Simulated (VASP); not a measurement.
# TaRu (Pm-3m) in VASP: notebook

Runs on TaRu. Level: LDA. Tasks: single point.

Program: VASP 6.6.1. These are calculated values, not measurements. Logs are shortened: lines on timing, memory, paths and dates and some standing lists are left out, and cuts for length are marked.

## 1. The cell of the first run

It takes space group Pm-3m (No. 221, cubic). The conventional cell has a = 3.187 Å, b = 3.187 Å, c = 3.187 Å, α = 90.00°, β = 90.00°, γ = 90.00°. Within 3.6 Å of Ta (site symmetry m-3m) lie 8 Ru at 2.76 Å and 6 Ta at 3.19 Å. Within 3.6 Å of Ru (site symmetry m-3m) lie 8 Ta at 2.76 Å and 6 Ru at 3.19 Å.

## 2. Single point, LDA

INCAR

```
ALGO = Normal
EDIFF = 1E-7
ENCUT = 520
ISIF = 2
ISMEAR = -1
LASPH = T
LCHARG = T
LELF = T
LREAL = F
LVHAR = T
LWAVE = F
NBANDS = 20
NELM = 100
PREC = Accurate
SIGMA = 0.03
```

KPOINTS

```
k-points
0
Gamma
  13 13 13
```

POSCAR

```
TaRu
1.0
    3.1870000000      0.0000000000      0.0000000000
    0.0000000000      3.1870000000      0.0000000000
    0.0000000000      0.0000000000      3.1870000000
Ta Ru
1 1
Direct
    0.5000000000      0.5000000000      0.5000000000
    0.0000000000      0.0000000000      0.0000000000
```

Potentials or basis: VASP PAW LDA potentials, release 64 (Ta_pv, Ru_pv).

Started as:

```
> cat potpaw_LDA.64/Ta_pv/POTCAR potpaw_LDA.64/Ru_pv/POTCAR > POTCAR
> mpirun -np 1 vasp_std > vasp.out
```

OUTCAR:

```text
EDIFF = 1E-7
   ENCUT = 520
   ISIF = 2
   ISMEAR = -1
   LASPH = T
   LREAL = F
   NELM = 100
   PREC = Accurate

 ion  position               nearest neighbor table
   1  0.500  0.500  0.500-   2 2.76   2 2.76   2 2.76   2 2.76   2 2.76   2 2.76   2 2.76   2 2.76

   2  0.000  0.000  0.000-   1 2.76   1 2.76   1 2.76   1 2.76   1 2.76   1 2.76   1 2.76   1 2.76

  LATTYP: Found a simple cubic cell.
 ALAT       =     3.1870000000

  Lattice vectors:

 A1 = (   3.1870000000,   0.0000000000,   0.0000000000)
 A2 = (   0.0000000000,   3.1870000000,   0.0000000000)
 A3 = (   0.0000000000,   0.0000000000,   3.1870000000)

Analysis of symmetry for initial positions (statically):
=====================================================================
 Subroutine PRICEL returns:
 Original cell was already a primitive cell.

 Routine SETGRP: Setting up the symmetry group for a
 simple cubic supercell.

 Subroutine GETGRP returns: Found 48 space group operations
 (whereof 48 operations were pure point group operations)
 out of a pool of 48 trial point group operations.

The static configuration has the point symmetry O_h .

Analysis of symmetry for dynamics (positions and initial velocities):
=====================================================================
 Subroutine PRICEL returns:
 Original cell was already a primitive cell.

 Routine SETGRP: Setting up the symmetry group for a
 simple cubic supercell.

 Subroutine GETGRP returns: Found 48 space group operations
 (whereof 48 operations were pure point group operations)
 out of a pool of 48 trial point group operations.

The dynamic configuration has the point symmetry O_h .

 Subroutine INISYM returns: Found 48 space group operations
 (whereof 48 operations are pure point group operations),
 and found     1 'primitive' translations

----------------------------------------------------------------------------------------

                                     Primitive cell

  volume of cell :      32.3703

  direct lattice vectors                    reciprocal lattice vectors
     3.187000000  0.000000000  0.000000000     0.313774710  0.000000000  0.000000000
     0.000000000  3.187000000  0.000000000     0.000000000  0.313774710  0.000000000
     0.000000000  0.000000000  3.187000000     0.000000000  0.000000000  0.313774710

  length of vectors
     3.187000000  3.187000000  3.187000000     0.313774710  0.313774710  0.313774710

  position of ions in fractional coordinates (direct lattice)
     0.500000000  0.500000000  0.500000000
     0.000000000  0.000000000  0.000000000

  ion indices of the primitive-cell ions
   primitive index   ion index
                 1           1
                 2           2

----------------------------------------------------------------------------------------

 KPOINTS: k-points

Automatic generation of k-mesh.
 Grid dimensions read from file:
 generate k-points for:   13   13   13

 Generating k-lattice:

  Cartesian coordinates                     Fractional coordinates (reciprocal lattice)
     0.024136516  0.000000000  0.000000000     0.076923077  0.000000000  0.000000000
     0.000000000  0.024136516  0.000000000     0.000000000  0.076923077  0.000000000
     0.000000000  0.000000000  0.024136516     0.000000000  0.000000000  0.076923077

  Length of vectors
     0.024136516  0.024136516  0.024136516

  Shift w.r.t. Gamma in fractional coordinates (k-lattice)
     0.000000000  0.000000000  0.000000000

 Subroutine IBZKPT returns following result:
 ===========================================

 Found     84 irreducible k-points:

 Following reciprocal coordinates:
            Coordinates               Weight
  0.000000  0.000000  0.000000      1.000000
  0.076923  0.000000  0.000000      6.000000
  0.153846  0.000000  0.000000      6.000000
  0.230769  0.000000  0.000000      6.000000
  0.307692  0.000000  0.000000      6.000000
  0.384615  0.000000  0.000000      6.000000
[... 16 lines left out ...]
  0.307692  0.307692  0.000000     12.000000
  0.384615  0.307692  0.000000     24.000000
 [... further k-points ...]
   k-points           NKPTS =     84   k-points in BZ     NKDIM =     84   number of bands    NBANDS=     20
   number of dos      NEDOS =    301   number of ions     NIONS =      2
   total plane-waves  NPLWV =  13824
   dimension x,y,z NGX =    24 NGY =   24 NGZ =   24
   dimension x,y,z NGXF=    48 NGYF=   48 NGZF=   48
   ions per type =               1   1
   NGX,Y,Z   is equivalent  to a cutoff of  12.52, 12.52, 12.52 a.u.
   NGXF,Y,Z  is equivalent  to a cutoff of  25.04, 25.04, 25.04 a.u.
 SYSTEM =  unknown system
   PREC   = accura    normal or accurate (medium, high low for compatibility)
   ISTART =      0    job   : 0-new  1-cont  2-samecut
   ICHARG =      2    charge: 1-file 2-atom 10-const
   ISPIN  =      1    spin polarized calculation?
   LNONCOLLINEAR =      F non collinear calculations
   LSORBIT =      F    spin-orbit coupling
   LASPH  =      T    aspherical Exc in radial PAW
   ENCUT  =  520.0 eV  38.22 Ry    6.18 a.u.   5.93  5.93  5.93*2*pi/ulx,y,z
   NELM   =    100;   NELMIN=  2; NELMDL= -5     # of ELM steps
   EDIFF  = 0.1E-06   stopping-criterion for ELM
   LREAL  =      F    real-space projection
   EDIFFG = 0.1E-05   stopping-criterion for IOM
   NSW    =      0    number of steps for IOM
   IBRION =     -1    ionic relax: 0-MD 1-quasi-New 2-CG
   NFREE  =      0    steps in history (QN), initial steepest desc. (CG)
   ISIF   =      2    stress and relaxation
   ISYM   =      2    0-nonsym 1-usesym 2-fastsym
   POTIM  = 0.5000    time-step for ionic-motion
   TEBEG  =    0.0;   TEEND  =   0.0 temperature during run
   PSTRESS=    0.0 pullay stress
   NELECT =      25.0000    total number of electrons
   NUPDOWN=      -1.0000    fix difference up-down
   EMIN   =  10.00;   EMAX   =-10.00  energy-range for DOS
   EFERMI =   0.00;   METHOD = LEGACY
   ISMEAR =    -1;   SIGMA  =   0.03  broadening in eV -4-tet -1-fermi 0-gaus
   EFERMI_NEDOS =   21; number of points for ismear=-14 and -15
   IALGO  =     38    algorithm
   IMIX   =      4    mixing-type and parameters
     AMIX     =   0.40;   BMIX     =  1.00
     AMIX_MAG =   1.60;   BMIX_MAG =  1.00
  volume/ion in A,a.u.               =      16.19       109.22
  Fermi-wavevector in a.u.,A,eV,Ry     =   1.502010  2.838387 30.695199  2.256033
  Thomas-Fermi vector in A             =   2.613306
   LORBIT       =      0    0 simple, 1 ext, 2 COOP (PROOUT), +10 PAW based schemes
   GGA     = CA    functional components
   LHFCALC =     F    Hartree Fock is set to
   AEXX    =    0.0000 exact exchange contribution
   IVDW    =     0    specifies the selected vdW correction
   LEPSILON=     F    determine dielectric tensor
   LRPA    =     F    only Hartree local field effects (RPA)
 non-spin polarized calculation
  energy-cutoff  :      520.00
  volume of cell :       32.37
 maximum number of plane-waves:       895
 NGX is ok and might be reduce to    24
   NGX = 11   NGY = 11   NGZ = 11

 number of electron      24.9999993 magnetization

 Free energy of the ion-electron system (eV)
  ---------------------------------------------------
  ext. energy  EPLUGINS =         0.00000000
  ---------------------------------------------------
  free energy    TOTEN  =       -23.90564773 eV

  energy without entropy =      -23.89543532  energy(sigma->0) =      -23.90054152

 E-fermi :   9.1585     XC(G=0): -13.3514

 val. band max:        9.1402353013   @ k =   0.4615   0.0000   0.0000
 cond. band min:       9.1593467614   @ k =   0.4615   0.1538   0.0769
 fundamental gap:      0.0191114600
 Fermi energy:         9.1585021929

 k-point     1 :       0.0000    0.0000    0.0000
  band No.  band energies     occupation
      1     -33.7941      2.00000
      2     -33.7941      2.00000
      3     -33.7941      2.00000
      4     -25.7052      2.00000
      5     -25.7052      2.00000
      6     -25.7052      2.00000
[... 12 lines left out ...]
     19      17.1420      0.00000
     20      17.1420      0.00000

 k-point     2 :       0.0769    0.0000    0.0000
  band No.  band energies     occupation
      1     -33.7994      2.00000
      2     -33.7930      2.00000
      3     -33.7930      2.00000
      4     -25.7243      2.00000
      5     -25.7052      2.00000
      6     -25.7052      2.00000
[... 12 lines left out ...]
     19      17.7165      0.00000
     20      17.7165      0.00000

 k-point     3 :       0.1538    0.0000    0.0000
  band No.  band energies     occupation
      1     -33.8141      2.00000
      2     -33.7902      2.00000
      3     -33.7902      2.00000
      4     -25.7769      2.00000
      5     -25.7052      2.00000
      6     -25.7052      2.00000
[... 12 lines left out ...]
     19      19.0200      0.00000
     20      19.0200      0.00000

 k-point     4 :       0.2308    0.0000    0.0000
  band No.  band energies     occupation
      1     -33.8348      2.00000
      2     -33.7861      2.00000
      3     -33.7861      2.00000
      4     -25.8503      2.00000
      5     -25.7053      2.00000
      6     -25.7053      2.00000
[... 12 lines left out ...]
     19      19.1504      0.00000
     20      20.6235      0.00000

 k-point     5 :       0.3077    0.0000    0.0000
  band No.  band energies     occupation
      1     -33.8566      2.00000
      2     -33.7818      2.00000
      3     -33.7818      2.00000
      4     -25.9273      2.00000
      5     -25.7053      2.00000
      6     -25.7053      2.00000
[... 12 lines left out ...]
     19      19.1504      0.00000
     20      21.1011      0.00000
[... 353 lines left out ...]
      6     -25.6937      2.00000
[... 12 lines left out ...]
     19      19.1489      0.00000
     20      19.8000      0.00000

 k-point    22 :       0.4615    0.2308    0.0000
  band No.  band energies     occupation
      1     -33.8897      2.00000
      2     -33.8299      2.00000
      3     -33.7717      2.00000
      4     -25.9898      2.00000
      5     -25.8141      2.00000
      6     -25.6922      2.00000
[... 12 lines left out ...]
     19      19.1496      0.00000
     20      20.3110      0.00000

 k-point    23 :       0.3077    0.3077    0.0000
  band No.  band energies     occupation
      1     -33.8641      2.00000
      2     -33.8519      2.00000
      3     -33.7732      2.00000
      4     -25.9063      2.00000
      5     -25.8719      2.00000
      6     -25.6914      2.00000
[... 12 lines left out ...]
     19      18.6070      0.00000
     20      19.1526      0.00000

 k-point    24 :       0.3846    0.3077    0.0000
  band No.  band energies     occupation
      1     -33.8808      2.00000
      2     -33.8576      2.00000
      3     -33.7707      2.00000
      4     -25.9435      2.00000
      5     -25.8758      2.00000
      6     -25.6874      2.00000
[... 12 lines left out ...]
     19      18.8852      0.00000
     20      19.1530      0.00000

 [... further k-points ...]
[... 5 lines left out ...]
  --------------------------------------------------------------------------------------
  -------------------------------------------------------------------------------------
  Total       -3.1381600     -3.1381600     -3.1381600      0.0000000     -0.0000000     -0.0000000
  in kB     -155.3243264   -155.3243264   -155.3243264      0.0000000     -0.0000000     -0.0000000
  external PRESSURE =    -155.3243264 kB  Pullay stress =       0.0000000 kB

 VOLUME and BASIS-vectors are now :
 -----------------------------------------------------------------------------
  energy-cutoff  :      520.00
  volume of cell :       32.37
      direct lattice vectors                 reciprocal lattice vectors
     3.187000000  0.000000000  0.000000000     0.313774710  0.000000000  0.000000000
     0.000000000  3.187000000  0.000000000     0.000000000  0.313774710  0.000000000
     0.000000000  0.000000000  3.187000000     0.000000000  0.000000000  0.313774710

 POSITION                                       TOTAL-FORCE (eV/Angst)
 -----------------------------------------------------------------------------------
      1.59350      1.59350      1.59350         0.000000      0.000000      0.000000
      0.00000      0.00000      0.00000         0.000000      0.000000      0.000000
 -----------------------------------------------------------------------------------
    total drift:                                0.000000      0.000000     -0.000000

  FREE ENERGIE OF THE ION-ELECTRON SYSTEM (eV)
  ---------------------------------------------------
  free  energy   TOTEN  =       -23.9056477252 eV

  energy  without entropy=      -23.8954353247  energy(sigma->0) =      -23.90054152
```

It took 35 s on 1 thread of Intel Xeon Platinum 8259CL at 2.50GHz (Skylake/Cascade Lake), shared host; peak memory 0.17 GiB.

Results:

```
Free energy : -23.9056 eV
Pressure    : -15.5 GPa
```

Caveat: spin-orbit coupling is left out, which moves the levels of the heavy elements.

## 3. Single point, LDA (volume scaled by 0.94)

INCAR

```
SYSTEM = TaRu
  ALGO = Normal
  EDIFF = 1E-6
  ENCUT = 520
  ISIF = 2
  ISMEAR = -1
  LASPH = .TRUE.
  LCHARG = .FALSE.
  LREAL = .FALSE.
  LWAVE = .FALSE.
  NBANDS = 20
  NELM = 100
  PREC = Accurate
  SIGMA = 0.03
```

KPOINTS

```
k-points
0
G
  13 13 13
  0 0 0
```

POSCAR

```
TaRu
1.0
    3.1219409285      0.0000000000      0.0000000000
    0.0000000000      3.1219409285      0.0000000000
    0.0000000000      0.0000000000      3.1219409285
Ta Ru
1 1
Direct
    0.5000000000      0.5000000000      0.5000000000
    0.0000000000      0.0000000000      0.0000000000
```

Potentials or basis: VASP PAW LDA potentials, release 64 (Ta_pv, Ru_pv).

Started as:

```
> cat potpaw_LDA.64/Ta_pv/POTCAR potpaw_LDA.64/Ru_pv/POTCAR > POTCAR
> mpirun -np 1 vasp_std > vasp.out
```

OUTCAR:

```text
SYSTEM = TaRu
   EDIFF = 1E-6
   ENCUT = 520
   ISIF = 2
   ISMEAR = -1
   LASPH = .TRUE.
   LREAL = .FALSE.
   NELM = 100
   PREC = Accurate

 ion  position               nearest neighbor table
   1  0.500  0.500  0.500-   2 2.70   2 2.70   2 2.70   2 2.70   2 2.70   2 2.70   2 2.70   2 2.70

   2  0.000  0.000  0.000-   1 2.70   1 2.70   1 2.70   1 2.70   1 2.70   1 2.70   1 2.70   1 2.70

  LATTYP: Found a simple cubic cell.
 ALAT       =     3.1219409285

  Lattice vectors:

[... 740 lines left out ...]

  FORCE on cell =-STRESS in cart. coord.  units (eV):
  Direction    XX          YY          ZZ          XY          YZ          ZX
  --------------------------------------------------------------------------------------
  -------------------------------------------------------------------------------------
  Total       -0.0105081     -0.0105081     -0.0105081     -0.0000000      0.0000000     -0.0000000
  in kB       -0.5532990     -0.5532990     -0.5532990     -0.0000000      0.0000000     -0.0000000
  external PRESSURE =      -0.5532990 kB  Pullay stress =       0.0000000 kB

 VOLUME and BASIS-vectors are now :
 -----------------------------------------------------------------------------
  energy-cutoff  :      520.00
  volume of cell :       30.43
      direct lattice vectors                 reciprocal lattice vectors
     3.121940928  0.000000000  0.000000000     0.320313556  0.000000000  0.000000000
     0.000000000  3.121940928  0.000000000     0.000000000  0.320313556  0.000000000
     0.000000000  0.000000000  3.121940928     0.000000000  0.000000000  0.320313556

 POSITION                                       TOTAL-FORCE (eV/Angst)
 -----------------------------------------------------------------------------------
      1.56097      1.56097      1.56097         0.000000      0.000000      0.000000
      0.00000      0.00000      0.00000         0.000000      0.000000      0.000000
 -----------------------------------------------------------------------------------
    total drift:                                0.000000      0.000000     -0.000000

  FREE ENERGIE OF THE ION-ELECTRON SYSTEM (eV)
  ---------------------------------------------------
  free  energy   TOTEN  =       -24.0045694498 eV

  energy  without entropy=      -23.9958583331  energy(sigma->0) =      -24.00021389
```

OSZICAR:

```text
N       E                     dE             d eps       ncg     rms          rms(c)
DAV:   1     0.228241436539E+03    0.22824E+03   -0.14167E+04  3360   0.130E+03
DAV:   2    -0.194899388757E+02   -0.24773E+03   -0.24238E+03  3684   0.399E+02
DAV:   3    -0.251467020059E+02   -0.56568E+01   -0.55938E+01  3948   0.620E+01
DAV:   4    -0.251882036686E+02   -0.41502E-01   -0.41409E-01  3980   0.537E+00
DAV:   5    -0.251887722457E+02   -0.56858E-03   -0.56750E-03  3964   0.572E-01    0.195E+01
DAV:   6    -0.242757285201E+02    0.91304E+00   -0.18427E+00  3828   0.113E+01    0.800E+00
DAV:   7    -0.242763223930E+02   -0.59387E-03   -0.23889E+00  3696   0.817E+00    0.525E+00
DAV:   8    -0.240099888197E+02    0.26633E+00   -0.13244E+00  3656   0.656E+00    0.624E-01
DAV:   9    -0.240047854347E+02    0.52034E-02   -0.14197E-02  3892   0.102E+00    0.167E-01
DAV:  10    -0.240045672507E+02    0.21818E-03   -0.44244E-04  4236   0.158E-01    0.551E-02
DAV:  11    -0.240045719580E+02   -0.47073E-05   -0.23945E-05  3816   0.322E-02    0.224E-02
DAV:  12    -0.240045694312E+02    0.25268E-05   -0.98484E-06  3828   0.199E-02    0.176E-03
DAV:  13    -0.240045694498E+02   -0.18658E-07   -0.13362E-07  2200   0.276E-03
   1 F= -.24004569E+02 E0= -.24000214E+02  d E =-.871112E-02
```

stdout:

```text
POSCAR found type information on POSCAR TaRu
 POSCAR found :  2 types and       2 ions
 scaLAPACK will be used
 LDA part: xc-table for (Slater(with rela. corr.)+CA(PZ))
 , standard interpolation
 POSCAR, INCAR and KPOINTS ok, starting setup
 FFT: planning ... GRIDC
 FFT: planning ... GRID_SOFT
 FFT: planning ... GRID
 WAVECAR not read
 entering main loop
```

Wall time 79 s (1 thread of AMD EPYC 7R13, shared host); peak memory 0.14 GiB.

Results:

| Property | Result |
| --- | --- |
| Free energy | -24.0046 eV |
| Pressure | -0.1 GPa |

Caveat: spin-orbit coupling is left out, which moves the levels of the heavy elements.

(Part 1 of 2 ends here.)
